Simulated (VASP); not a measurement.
Bi: single point with PBE+D3(BJ)

Bi:

```xyz
1
Lattice="-2.0112 1.9517 1.9814 2.0112 -1.9517 1.9814 2.0112 1.9517 -1.9814" Properties=species:S:1:pos:R:3 pbc="T T T"
Bi    0.0000    0.0000    0.0000
```

This cell differs from its parent crystal: strain +0.0150 x Voigt [1, -1, 0, 0, 0, 0].

| Property | Result |
| --- | --- |
| Program | VASP 6.6.1 |
| Task | single point |
| Functional | PBE |
| Dispersion | D3(BJ) |
| Potentials or basis | VASP PAW PBE potentials, release 64 (Bi_d) |
| Cutoff | 520 eV |
| k mesh | 18 × 18 × 18 |
| Occupations | gaussian, width 0.15 eV |
| Spin | no spin polarisation |

| Item | Value |
| --- | --- |
| Pressure | -1.7 GPa |
| Band gap on the k mesh | zero (an odd number of electrons rules out a gap without spin polarisation) |
| Dispersion energy per atom | -0.507 eV |

Stress tensor (GPa, compression positive):
```
-1.80  0.00  0.00
 0.00 -1.65  0.00
 0.00  0.00 -1.63
```

Levels at points of the mesh, in eV from the Fermi level:
```
           k point  band 3  band 4  band 5  band 6  band 7  band 8  band 9  band 10  band 11  band 12
(0.00, 0.00, 0.00)  -23.05  -22.93  -22.92  -13.53    5.05    5.10    5.18     9.11    10.30    10.48
(0.50, 0.00, 0.00)  -22.93  -22.92  -22.84  -10.42   -5.05    1.42    3.23     5.78     7.33    12.69
(0.00, 0.50, 0.00)  -22.94  -22.93  -22.84  -10.54   -5.12    1.72    3.67     6.14     7.79    12.00
(0.50, 0.50, 0.00)  -22.93  -22.92  -22.84  -10.48   -5.08    1.57    3.44     5.96     7.55    12.24
(0.50, 0.50, 0.50)  -22.86  -22.86  -22.85   -8.38   -2.05   -1.82   -1.57     3.42     3.63    15.35
```

Wall time 3 min on 1 thread of Intel(R) Xeon(R) 6975P-C (Granite Rapids), with other jobs on the host, peak memory 0.44 GiB.

Caveat: the cell differs from its parent crystal (strain +0.0150 x Voigt [1, -1, 0, 0, 0, 0]); spin-orbit coupling is left out, which moves the levels of the heavy elements.
